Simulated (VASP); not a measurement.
# Cu in VASP: notebook, part 2 of 3

VASP 6.6.1. Earlier steps stand in the parts before.

## (3) Single point, PBEsol

File INCAR:

```
SYSTEM = Cu
PREC     = Accurate       ! precision mode
ENCUT    = 520            ! plane-wave cutoff, eV
EDIFF    = 1E-7           ! SCF threshold, eV
ISMEAR   = -1             ! smearing method
SIGMA    = 0.1            ! smearing width, eV
LREAL    = .FALSE.        ! projectors in reciprocal space
LASPH    = .TRUE.         ! aspherical terms in the spheres
NELM     = 100            ! most SCF steps
ALGO     = Normal         ! electronic algorithm
ISIF     = 2              ! what is computed and relaxed
LWAVE    = .FALSE.        ! write WAVECAR
LCHARG   = .TRUE.         ! write CHGCAR
LDIPOL   = .TRUE.       
IDIPOL   = 3            
DIPOL    = 0.5 0.5 0.500
GGA      = PS             ! functional
LELF     = .TRUE.         ! ELF
LVHAR    = .TRUE.       
LVACPOTAV= .TRUE.       
NBANDS   = 30             ! bands
```

File KPOINTS:

```
Automatic mesh
0
G
  14 10 1
  0 0 0
```

File POSCAR:

```
Cu
1.0
    2.5198192003      0.0000000000      0.0000000000
    0.0000000000      3.5635624878      0.0000000000
    0.0000000000      0.0000000000     19.7797000000
Cu
4
Direct
    0.2500000000      0.2500000000      0.4044543446
    0.7500000000      0.7500000000      0.4681514479
    0.2500000000      0.2500000000      0.5318485517
    0.7500000000      0.7500000000      0.5955456554
```

Potentials or basis: VASP PAW PBE potentials, release 64 (Cu).

On the command line:

```
$ cat potpaw_PBE.64/Cu/POTCAR > POTCAR
$ mpirun -np 1 vasp_std > vasp.out
```

OUTCAR:

```text
SYSTEM = Cu
   PREC = Accurate
   ENCUT = 520
   EDIFF = 1E-7
   ISMEAR = -1
   LREAL = .FALSE.
   LASPH = .TRUE.
   NELM = 100
   ISIF = 2
   GGA = PS

 ion  position               nearest neighbor table
   1  0.250  0.250  0.404-   2 2.52   2 2.52   2 2.52   2 2.52   3 2.52
   2  0.750  0.750  0.468-   1 2.52   1 2.52   1 2.52   1 2.52   3 2.52   3 2.52   3 2.52   3 2.52
                             4 2.52
   3  0.250  0.250  0.532-   1 2.52   4 2.52   4 2.52   4 2.52   4 2.52   2 2.52   2 2.52   2 2.52
                             2 2.52
   4  0.750  0.750  0.596-   3 2.52   3 2.52   3 2.52   3 2.52   2 2.52

  LATTYP: Found a simple orthorhombic cell.
 ALAT       =     2.5198192003
 B/A-ratio  =     1.4142135624
 C/A-ratio  =     7.8496504819

  Lattice vectors:

 A1 = (   2.5198192003,   0.0000000000,   0.0000000000)
 A2 = (   0.0000000000,   3.5635624878,   0.0000000000)
 A3 = (   0.0000000000,   0.0000000000,  19.7797000000)

Analysis of symmetry for initial positions (statically):
=====================================================================
 Subroutine PRICEL returns:
 Original cell was already a primitive cell.

 Routine SETGRP: Setting up the symmetry group for a
 simple orthorhombic supercell.

 Subroutine GETGRP returns: Found  8 space group operations
 (whereof  2 operations were pure point group operations)
 out of a pool of  8 trial point group operations.

The static configuration has the point symmetry S_2 .
 The point group associated with its full space group is D_2h.

Analysis of symmetry for dynamics (positions and initial velocities):
=====================================================================
 Subroutine PRICEL returns:
 Original cell was already a primitive cell.

 Routine SETGRP: Setting up the symmetry group for a
 simple orthorhombic supercell.

 Subroutine GETGRP returns: Found  8 space group operations
 (whereof  2 operations were pure point group operations)
 out of a pool of  8 trial point group operations.

[... 122 lines left out ...]
   IALGO  =     38    algorithm
   IMIX   =      4    mixing-type and parameters
     AMIX     =   0.40;   BMIX     =  1.00
     AMIX_MAG =   1.60;   BMIX_MAG =  1.00
  volume/ion in A,a.u.               =      44.40       299.65
  Fermi-wavevector in a.u.,A,eV,Ry     =   1.028177  1.942973 14.383372  1.057148
  Thomas-Fermi vector in A             =   2.162160
   LORBIT       =      0    0 simple, 1 ext, 2 COOP (PROOUT), +10 PAW based schemes
   GGA     = PS    functional components
   LHFCALC =     F    Hartree Fock is set to
   AEXX    =    0.0000 exact exchange contribution
   IVDW    =     0    specifies the selected vdW correction
   LEPSILON=     F    determine dielectric tensor
   LRPA    =     F    only Hartree local field effects (RPA)
 non-spin polarized calculation
  energy-cutoff  :      520.00
  volume of cell :      177.61
 maximum number of plane-waves:      4814
 NGX is ok and might be reduce to    20
   NGX =  9   NGY = 13   NGZ = 73

 number of electron      43.9999956 magnetization

 dipolmoment           0.000000      0.000000      0.000000 electrons x Angstroem

 Free energy of the ion-electron system (eV)
  ---------------------------------------------------
  ext. energy  EPLUGINS =         0.00000000
  ---------------------------------------------------
  free energy    TOTEN  =       -15.06274083 eV

  energy without entropy =      -15.01657085  energy(sigma->0) =      -15.03965584

 E-fermi :  -1.2870     XC(G=0):  -4.4063

 val. band max:       -1.3354464981   @ k =   0.4286   0.0000   0.0000
 cond. band min:      -1.2503282587   @ k =   0.0000   0.3000   0.0000
 fundamental gap:      0.0851182394
 Fermi energy:        -1.2870162223

 k-point     1 :       0.0000    0.0000    0.0000
  band No.  band energies     occupation
      1      -9.7933      2.00000
      2      -7.0647      2.00000
      3      -5.8320      2.00000
      4      -5.3301      2.00000
      5      -5.1988      2.00000
      6      -4.6050      2.00000
[... 781 lines left out ...]
     29       7.8274      0.00000
     30       7.8274      0.00000

 [... further k-points ...]
[... 5 lines left out ...]
  --------------------------------------------------------------------------------------
  -------------------------------------------------------------------------------------
  Total       -2.6141681     -2.6700263     -1.0903885      0.0000000      0.0000000      0.0000000
  in kB      -23.5814567    -24.0853334     -9.8359974      0.0000000      0.0000000      0.0000000
  external PRESSURE =     -19.1675958 kB  Pullay stress =       0.0000000 kB

 VOLUME and BASIS-vectors are now :
 -----------------------------------------------------------------------------
  energy-cutoff  :      520.00
  volume of cell :      177.61
      direct lattice vectors                 reciprocal lattice vectors
     2.519819200  0.000000000  0.000000000     0.396853869  0.000000000  0.000000000
     0.000000000  3.563562488  0.000000000     0.000000000  0.280618062  0.000000000
     0.000000000  0.000000000 19.779700000     0.000000000  0.000000000  0.050556884

 POSITION                                       TOTAL-FORCE (eV/Angst)
 -----------------------------------------------------------------------------------
      0.62995      0.89089      7.99999         0.000000      0.000000      0.416944
      1.88986      2.67267      9.25990         0.000000     -0.000000     -0.412892
      0.62995      0.89089     10.51980         0.000000     -0.000000      0.412892
      1.88986      2.67267     11.77971         0.000000     -0.000000     -0.416944
 -----------------------------------------------------------------------------------
    total drift:                               -0.000000     -0.000000      0.000007

  FREE ENERGIE OF THE ION-ELECTRON SYSTEM (eV)
  ---------------------------------------------------
  free  energy   TOTEN  =       -15.0627408265 eV

  energy  without entropy=      -15.0165708545  energy(sigma->0) =      -15.03965584

 vacuum level on the upper side and lower side of the slab         3.223         3.223
```

OSZICAR:

```text
N       E                     dE             d eps       ncg     rms          rms(c)
DAV:   1     0.350115423251E+03    0.35012E+03   -0.18419E+04  2880   0.161E+03
DAV:   2     0.461883509013E+01   -0.34550E+03   -0.33017E+03  2886   0.336E+02
DAV:   3    -0.179909571937E+02   -0.22610E+02   -0.21758E+02  3270   0.138E+02
[... 16 lines left out ...]
DAV:  20    -0.150627315136E+02   -0.14030E-04   -0.15077E-06  3228   0.179E-02    0.242E-03
DAV:  21    -0.150627370158E+02   -0.55022E-05   -0.59115E-07  3088   0.116E-02    0.508E-04
DAV:  22    -0.150627401681E+02   -0.31523E-05   -0.16005E-07  2206   0.223E-03    0.352E-04
DAV:  23    -0.150627407518E+02   -0.58369E-06   -0.39790E-08  2080   0.371E-03    0.196E-04
DAV:  24    -0.150627408265E+02   -0.74705E-07   -0.90363E-09  1946   0.129E-03
   1 F= -.15062741E+02 E0= -.15039656E+02  d E =-.461700E-01
```

stdout:

```text
POSCAR found type information on POSCAR Cu
 POSCAR found :  1 types and       4 ions
 scaLAPACK will be used
 -----------------------------------------------------------------------------
|                                                                             |
[... 23 lines left out ...]
|     field-free region was found. Please increase the size of  your cell     |
|     in the dimension of the dipole correction to obtain accurate            |
|     workfunction values.                                                    |
|                                                                             |
 -----------------------------------------------------------------------------
```

It took 4.8 min on 1 thread of Intel Xeon Platinum 8488C (Sapphire Rapids), shared host; peak memory 0.38 GiB.

Results:

```
Free energy            : -15.0627 eV
Largest force          : 0.417 eV/Å
Band gap on the k mesh : zero (bands 22 and 23 overlap by 2.61 eV)
```

Forces on the atoms (eV/Å):
```
Cu   0.000  0.000  0.417
Cu   0.000  0.000 -0.413
Cu   0.000  0.000  0.413
Cu   0.000  0.000 -0.417
```

Levels at points of the mesh, in eV from the Fermi level:
```csv
k point,band 19,band 20,band 21,band 22,band 23,band 24,band 25,band 26
"(0.00, 0.00, 0.00)",-1.71,-1.61,-1.58,-1.41,-0.61,2.06,3.18,4.11
"(0.50, 0.00, 0.00)",-1.50,-1.50,0.14,0.14,1.36,1.36,5.08,5.08
"(0.00, 0.50, 0.00)",-1.59,-1.59,-1.50,-1.50,-0.89,-0.89,1.56,1.56
"(0.50, 0.50, 0.00)",-1.42,-1.42,0.67,0.67,3.98,3.98,4.46,4.46
```

Caveat: the PAW data sets were made with another functional, which shifts forces and pressure a little.

## (4) Single point, PBEsol

File INCAR:

```
SYSTEM = Cu
ALGO = Normal
DIPOL = 0.5 0.5 0.500
EDIFF = 1E-6
ENCUT = 520
GGA = PS
IDIPOL = 3
ISIF = 2
ISMEAR = -1
LASPH = .TRUE.
LCHARG = .TRUE.
LDIPOL = .TRUE.
LELF = .TRUE.
LREAL = .FALSE.
LVACPOTAV = .TRUE.
LVHAR = .TRUE.
LWAVE = .FALSE.
NBANDS = 30
NELM = 100
PREC = Accurate
SIGMA = 0.1
```

File KPOINTS:

```
k-points
0
G
  14 10 1
  0 0 0
```

File POSCAR:

```
Cu
1.0
    2.5198192003      0.0000000000      0.0000000000
    0.0000000000      3.5635624878      0.0000000000
    0.0000000000      0.0000000000     19.7797000000
Cu
4
Direct
    0.2500000000      0.2500000000      0.4092123972
    0.7500000000      0.7500000000      0.4651951732
    0.2500000000      0.2500000000      0.5348041790
    0.7500000000      0.7500000000      0.5907882502
```

On the command line:

```
$ cat potpaw_PBE.64/Cu/POTCAR > POTCAR
$ mpirun -np 1 vasp_std > vasp.out
```

Wall time 4.3 min (1 thread of Intel Xeon Platinum 8488C (Sapphire Rapids), shared host); peak memory 0.38 GiB.

The run converged. Its results:

* Free energy: -15.1227 eV
* Largest force: 0.042 eV/Å
* Band gap on the k mesh: zero (bands 22 and 23 overlap by 2.64 eV)

Forces in eV/Å, atoms in the order of the input:
```
Cu   0.000  0.000 -0.042
Cu   0.000  0.000  0.012
Cu   0.000  0.000 -0.012
Cu   0.000  0.000  0.042
```

Levels at points of the mesh, in eV from the Fermi level:
```csv
k point,band 20,band 21,band 22,band 23,band 24,band 25
"(0.00, 0.00, 0.00)",-1.65,-1.57,-1.38,-0.57,2.45,3.07
"(0.50, 0.00, 0.00)",-1.51,0.12,0.12,1.37,1.37,5.25
"(0.00, 0.50, 0.00)",-1.59,-1.54,-1.54,-1.03,-1.03,1.78
"(0.50, 0.50, 0.00)",-1.45,0.58,0.58,3.86,3.86,4.45
```

Caveat: the PAW data sets were made with another functional, which shifts forces and pressure a little.

[end of part 2 of 3]

The gap in the log of VASP goes by the Fermi energy; the results here count the filled bands.